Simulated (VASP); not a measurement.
# KBr (Fm-3m) in VASP: settings compared

The runs below take KBr through relaxation of cell and atoms, with PBEsol, RPBE.

All numbers are computed with VASP 6.6.1; they aren't measurements. Logs are shortened: lines on timing, memory, paths and dates and some standing lists are left out, and cuts for length are marked.

## 1. The cell of the first run

The structure is cubic, space group Fm-3m (No. 225). Conventional cell: a = 6.600 Å, b = 6.600 Å, c = 6.600 Å, α = 90.00°, β = 90.00°, γ = 90.00°. Br (site symmetry m-3m) has 6 K at 3.30 Å within 4.3 Å. Within 4.3 Å of K (site symmetry m-3m) lie 6 Br at 3.30 Å.

## 2. Relaxation of cell and atoms, PBEsol

File INCAR:

```
  PREC = Accurate
  ENCUT = 600
  EDIFF = 1E-6
  ISMEAR = -1
  SIGMA = 0.05
  LREAL = False
  LASPH = True
  NELM = 60
  ALGO = Normal
  ISIF = 3
  LWAVE = False
  LCHARG = False
  GGA = PS
  IBRION = 2
  NSW = 80
  EDIFFG = -0.005
```

File KPOINTS:

```
Automatic mesh
0
Gamma
  7 7 7
```

File POSCAR:

```
KBr
1.0
    0.0000000000      3.3000000000      3.3000000000
    3.3000000000      0.0000000000      3.3000000000
    3.3000000000      3.3000000000      0.0000000000
Br K
1 1
Direct
    0.5000000000      0.5000000000      0.5000000000
    0.0000000000      0.0000000000      0.0000000000
```

Potentials or basis: VASP PAW PBE potentials, release 64 (Br, K_sv).

Command:

```
> cat potpaw_PBE.64/Br/POTCAR potpaw_PBE.64/K_sv/POTCAR > POTCAR
> mpirun -np 1 vasp_std > vasp.out
```

OUTCAR:

```text
PREC = Accurate
   ENCUT = 600
   EDIFF = 1E-6
   ISMEAR = -1
   LREAL = False
   LASPH = True
   NELM = 60
   ISIF = 3
   GGA = PS
   IBRION = 2
   NSW = 80
   EDIFFG = -0.005

 ion  position               nearest neighbor table
   1  0.500  0.500  0.500-   2 3.30   2 3.30   2 3.30   2 3.30   2 3.30   2 3.30
   2  0.000  0.000  0.000-   1 3.30   1 3.30   1 3.30   1 3.30   1 3.30   1 3.30

  LATTYP: Found a face centered cubic cell.
 ALAT       =     6.6000000000

  Lattice vectors:

 A1 = (   0.0000000000,   3.3000000000,   3.3000000000)
 A2 = (   3.3000000000,   0.0000000000,   3.3000000000)
 A3 = (   3.3000000000,   3.3000000000,   0.0000000000)

Analysis of symmetry for initial positions (statically):
=====================================================================
 Subroutine PRICEL returns:
 Original cell was already a primitive cell.

 Routine SETGRP: Setting up the symmetry group for a
 face centered cubic supercell.

 Subroutine GETGRP returns: Found 48 space group operations
 (whereof 48 operations were pure point group operations)
 out of a pool of 48 trial point group operations.

The static configuration has the point symmetry O_h .

Analysis of symmetry for dynamics (positions and initial velocities):
=====================================================================
 Subroutine PRICEL returns:
 Original cell was already a primitive cell.

 Routine SETGRP: Setting up the symmetry group for a
 face centered cubic supercell.

 Subroutine GETGRP returns: Found 48 space group operations
 (whereof 48 operations were pure point group operations)
 out of a pool of 48 trial point group operations.

The dynamic configuration has the point symmetry O_h .

 Subroutine INISYM returns: Found 48 space group operations
 (whereof 48 operations are pure point group operations),
 and found     1 'primitive' translations

----------------------------------------------------------------------------------------

                                     Primitive cell

  volume of cell :      71.8740

  direct lattice vectors                    reciprocal lattice vectors
     0.000000000  3.300000000  3.300000000    -0.151515152  0.151515152  0.151515152
     3.300000000  0.000000000  3.300000000     0.151515152 -0.151515152  0.151515152
     3.300000000  3.300000000  0.000000000     0.151515152  0.151515152 -0.151515152

  length of vectors
     4.666904756  4.666904756  4.666904756     0.262431941  0.262431941  0.262431941

  position of ions in fractional coordinates (direct lattice)
     0.500000000  0.500000000  0.500000000
     0.000000000  0.000000000  0.000000000

  ion indices of the primitive-cell ions
   primitive index   ion index
                 1           1
                 2           2

----------------------------------------------------------------------------------------

 KPOINTS: Automatic mesh

Automatic generation of k-mesh.
 Grid dimensions read from file:
 generate k-points for:    7    7    7

 Generating k-lattice:

  Cartesian coordinates                     Fractional coordinates (reciprocal lattice)
    -0.021645022  0.021645022  0.021645022     0.142857143  0.000000000  0.000000000
     0.021645022 -0.021645022  0.021645022     0.000000000  0.142857143  0.000000000
     0.021645022  0.021645022 -0.021645022     0.000000000  0.000000000  0.142857143

  Length of vectors
     0.037490277  0.037490277  0.037490277

  Shift w.r.t. Gamma in fractional coordinates (k-lattice)
     0.000000000  0.000000000  0.000000000

 Subroutine IBZKPT returns following result:
 ===========================================

 Found     20 irreducible k-points:

 Following reciprocal coordinates:
            Coordinates               Weight
  0.000000  0.000000  0.000000      1.000000
  0.142857  0.000000  0.000000      8.000000
  0.285714  0.000000  0.000000      8.000000
  0.428571  0.000000  0.000000      8.000000
  0.142857  0.142857  0.000000      6.000000
  0.285714  0.142857  0.000000     24.000000
[... 12 lines left out ...]
 -0.428571  0.428571  0.142857     24.000000
 -0.285714  0.428571  0.142857     24.000000
   k-points           NKPTS =     20   k-points in BZ     NKDIM =     20   number of bands    NBANDS=     12
   number of dos      NEDOS =    301   number of ions     NIONS =      2
   total plane-waves  NPLWV =  64000
   dimension x,y,z NGX =    40 NGY =   40 NGZ =   40
   dimension x,y,z NGXF=    80 NGYF=   80 NGZF=   80
   ions per type =               1   1
   NGX,Y,Z   is equivalent  to a cutoff of  14.25, 14.25, 14.25 a.u.
   NGXF,Y,Z  is equivalent  to a cutoff of  28.50, 28.50, 28.50 a.u.
 SYSTEM =  unknown system
   PREC   = accura    normal or accurate (medium, high low for compatibility)
   ISTART =      0    job   : 0-new  1-cont  2-samecut
   ICHARG =      2    charge: 1-file 2-atom 10-const
   ISPIN  =      1    spin polarized calculation?
   LNONCOLLINEAR =      F non collinear calculations
   LSORBIT =      F    spin-orbit coupling
   LASPH  =      T    aspherical Exc in radial PAW
   ENCUT  =  600.0 eV  44.10 Ry    6.64 a.u.   9.32  9.32  9.32*2*pi/ulx,y,z
   NELM   =     60;   NELMIN=  2; NELMDL= -5     # of ELM steps
   EDIFF  = 0.1E-05   stopping-criterion for ELM
   LREAL  =      F    real-space projection
   EDIFFG = -.5E-02   stopping-criterion for IOM
   NSW    =     80    number of steps for IOM
   IBRION =      2    ionic relax: 0-MD 1-quasi-New 2-CG
   NFREE  =      1    steps in history (QN), initial steepest desc. (CG)
   ISIF   =      3    stress and relaxation
   ISYM   =      2    0-nonsym 1-usesym 2-fastsym
   POTIM  = 0.5000    time-step for ionic-motion
   TEBEG  =    0.0;   TEEND  =   0.0 temperature during run
   PSTRESS=    0.0 pullay stress
   NELECT =      16.0000    total number of electrons
   NUPDOWN=      -1.0000    fix difference up-down
   EMIN   =  10.00;   EMAX   =-10.00  energy-range for DOS
   EFERMI =   0.00;   METHOD = LEGACY
   ISMEAR =    -1;   SIGMA  =   0.05  broadening in eV -4-tet -1-fermi 0-gaus
   EFERMI_NEDOS =   21; number of points for ismear=-14 and -15
   IALGO  =     38    algorithm
   IMIX   =      4    mixing-type and parameters
     AMIX     =   0.40;   BMIX     =  1.00
     AMIX_MAG =   1.60;   BMIX_MAG =  1.00
  volume/ion in A,a.u.               =      35.94       242.51
  Fermi-wavevector in a.u.,A,eV,Ry     =   0.992181  1.874950 13.393889  0.984423
  Thomas-Fermi vector in A             =   2.123975
   LORBIT       =      0    0 simple, 1 ext, 2 COOP (PROOUT), +10 PAW based schemes
   GGA     = PS    functional components
   LHFCALC =     F    Hartree Fock is set to
   AEXX    =    0.0000 exact exchange contribution
   IVDW    =     0    specifies the selected vdW correction
   LEPSILON=     F    determine dielectric tensor
   LRPA    =     F    only Hartree local field effects (RPA)
 conjugate gradient relaxation of ions
 non-spin polarized calculation
  energy-cutoff  :      600.00
  volume of cell :       71.87
 maximum number of plane-waves:      2421
 NGX is ok and might be reduce to    40
   NGX = 19   NGY = 19   NGZ = 19

--------------------------------------- Ionic step        1  -------------------------------------------

 number of electron      16.0000000 magnetization

 Free energy of the ion-electron system (eV)
  ---------------------------------------------------
  ext. energy  EPLUGINS =         0.00000000
  ---------------------------------------------------
  free energy    TOTEN  =        -6.45885929 eV

  energy without entropy =       -6.45885929  energy(sigma->0) =       -6.45885929

------------------------ aborting loop because EDIFF is reached ----------------------------------------

  FORCE on cell =-STRESS in cart. coord.  units (eV):
  Direction    XX          YY          ZZ          XY          YZ          ZX
  --------------------------------------------------------------------------------------
  -------------------------------------------------------------------------------------
  Total       -0.1229818     -0.1229818     -0.1229818     -0.0000000     -0.0000000      0.0000000
  in kB       -2.7414462     -2.7414462     -2.7414462     -0.0000000     -0.0000000      0.0000000
  external PRESSURE =      -2.7414462 kB  Pullay stress =       0.0000000 kB

 VOLUME and BASIS-vectors are now :
 -----------------------------------------------------------------------------
  energy-cutoff  :      600.00
  volume of cell :       71.87
      direct lattice vectors                 reciprocal lattice vectors
     0.000000000  3.300000000  3.300000000    -0.151515152  0.151515152  0.151515152
     3.300000000  0.000000000  3.300000000     0.151515152 -0.151515152  0.151515152
     3.300000000  3.300000000  0.000000000     0.151515152  0.151515152 -0.151515152
[... 109 lines left out ...]
 POSITION                                       TOTAL-FORCE (eV/Angst)
 -----------------------------------------------------------------------------------
      3.26983      3.26983      3.26983        -0.000000     -0.000000      0.000000
      3.26983      6.53965      3.26983         0.000000      0.000000     -0.000000
 -----------------------------------------------------------------------------------
    total drift:                               -0.000000     -0.000000     -0.000000

  FREE ENERGIE OF THE ION-ELECTRON SYSTEM (eV)
  ---------------------------------------------------
  free  energy   TOTEN  =        -6.4597751190 eV

  energy  without entropy=       -6.4597751190  energy(sigma->0) =       -6.45977512

--------------------------------------- Ionic step        5  -------------------------------------------

 number of electron      16.0000001 magnetization

 Free energy of the ion-electron system (eV)
  ---------------------------------------------------
  ext. energy  EPLUGINS =         0.00000000
  ---------------------------------------------------
  free energy    TOTEN  =        -6.46003692 eV

  energy without entropy =       -6.46003692  energy(sigma->0) =       -6.46003692

 E-fermi :  -0.6652     XC(G=0):  -7.6230

 val. band max:       -1.7537020841   @ k =   0.0000   0.0000   0.0000
 cond. band min:       2.5695976753   @ k =   0.0000   0.0000   0.0000
 fundamental gap:      4.3232997594
 Fermi energy:        -0.6651508223

 k-point     1 :       0.0000    0.0000    0.0000
  band No.  band energies     occupation
      1     -29.3268      2.00000
      2     -14.0836      2.00000
      3     -12.8715      2.00000
      4     -12.8715      2.00000
      5     -12.8715      2.00000
      6      -1.7537      2.00000
      7      -1.7537      2.00000
      8      -1.7537      2.00000
      9       2.5696      0.00000
     10       5.7750      0.00000
     11       5.7750      0.00000
     12       5.7750      0.00000

 k-point     2 :       0.1429    0.0000    0.0000
  band No.  band energies     occupation
      1     -29.3255      2.00000
      2     -14.1194      2.00000
      3     -12.8727      2.00000
      4     -12.8727      2.00000
      5     -12.8218      2.00000
      6      -2.0556      2.00000
      7      -1.8257      2.00000
      8      -1.8257      2.00000
      9       3.0866      0.00000
     10       5.6420      0.00000
     11       6.0221      0.00000
     12       6.0221      0.00000
[... 290 lines left out ...]
 POSITION                                       TOTAL-FORCE (eV/Angst)
 -----------------------------------------------------------------------------------
      3.27989      3.27989      3.27989         0.000000      0.000000     -0.000000
      0.00000     -0.00000      0.00000        -0.000000     -0.000000      0.000000
 -----------------------------------------------------------------------------------
    total drift:                                0.000000     -0.000000     -0.000000

  FREE ENERGIE OF THE ION-ELECTRON SYSTEM (eV)
  ---------------------------------------------------
  free  energy   TOTEN  =        -6.4600369188 eV

  energy  without entropy=       -6.4600369187  energy(sigma->0) =       -6.46003692

 reached required accuracy - stopping structural energy minimisation
```

Run time: 1.7 min. Hardware: 1 thread of Intel Xeon 6975P-C, shared host; peak memory 0.25 GiB.

What came out:

* Free energy: -6.4600 eV
* Relaxed volume: 35.28 Å³/atom
* Relaxed cell: a = 4.638 Å, b = 4.638 Å, c = 4.638 Å, α = 60.00°, β = 60.00°, γ = 60.00°
* Space group after relaxing (to 0.05 Å): Fm-3m (No. 225)
* Energy gained by relaxing: 0.6 meV/atom
* Ionic steps: 5
* Pressure after relaxing: 0.0 GPa
* Band gap on the k mesh: 4.32 eV, direct

Step by step:
```
step  energy change (eV)  largest force (eV/Å)  pressure (GPa)  volume (Å³)
   1              0.0000                0.0000           -0.27        71.87
   2             -0.0008                0.0000           -0.14        71.24
   3             -0.0011                0.0000           -0.05        70.80
   4             -0.0009                0.0000            0.15        69.92
   5             -0.0012                0.0000           -0.02        70.57
```

Final structure:
```
CELL_PARAMETERS angstrom
0.00000 3.27989 3.27989
3.27989 0.00000 3.27989
3.27989 3.27989 0.00000
ATOMIC_POSITIONS crystal
Br 0.50000 0.50000 0.50000
K 0.00000 0.00000 0.00000
```

Caveat: the PAW data sets were made with another functional, which shifts forces and pressure a little.

## 3. Relaxation of cell and atoms, RPBE

File INCAR:

```
SYSTEM = KBr
ALGO = Normal
EDIFF = 1E-6
EDIFFG = -0.005
ENCUT = 600
GGA = RP
IBRION = 2
ISIF = 3
ISMEAR = -1
LASPH = .TRUE.
LCHARG = .FALSE.
LREAL = .FALSE.
LWAVE = .FALSE.
NELM = 100
NSW = 80
PREC = Accurate
SIGMA = 0.05
```

File KPOINTS:

```
k-points
0
G
  7 7 7
  0 0 0
```

POSCAR is that of step 2.

Potentials or basis: VASP PAW PBE potentials, release 64 (Br, K_sv).

Command:

```
> cat potpaw_PBE.64/Br/POTCAR potpaw_PBE.64/K_sv/POTCAR > POTCAR
> mpirun -np 1 vasp_std > vasp.out
```

Run time: 93 s. Hardware: 1 thread of Intel Xeon 6975P-C, shared host; peak memory 0.26 GiB.

The run converged. Its results:

* Free energy: -5.9261 eV
* Relaxed volume: 41.52 Å³/atom
* Relaxed cell: a = 4.897 Å, b = 4.897 Å, c = 4.897 Å, α = 60.00°, β = 60.00°, γ = 60.00°
* Space group after relaxing (to 0.05 Å): Fm-3m (No. 225)
* Energy gained by relaxing: 33.2 meV/atom
* Ionic steps: 4
* Pressure after relaxing: 0.0 GPa
* Band gap on the k mesh: 4.39 eV, direct

The path:
```
step  energy change (eV)  largest force (eV/Å)  pressure (GPa)  volume (Å³)
   1              0.0000                0.0000            2.17        71.87
   2             -0.0494                0.0000            0.97        77.06
   3             -0.0659                0.0000            0.15        82.02
   4             -0.0664                0.0000            0.00        83.04
```

Final structure:
```yaml
crystal:
  lattice:
    - [0.00000, 3.46269, 3.46269]
    - [3.46269, 0.00000, 3.46269]
    - [3.46269, 3.46269, 0.00000]
  atoms:
    - { symbol: Br, position: [0.50000, 0.50000, 0.50000] }
    - { symbol: K, position: [0.00000, 0.00000, 0.00000] }
```

Levels at points of the mesh, in eV from the valence-band top:
```tsv
k point	band 5	band 6	band 7	band 8	band 9	band 10	band 11	band 12
(0.00, 0.00, 0.00)	-11.66	0.00	0.00	0.00	4.39	7.71	7.71	7.71
```

Caveat: the volume moved by over 15 % at a fixed basis, so the end points are rough; the PAW data sets were made with another functional, which shifts forces and pressure a little; the volume moved by +16 % from the deposited cell, more than functionals usually miss. RPBE and its kin give volumes clearly too large for solids.
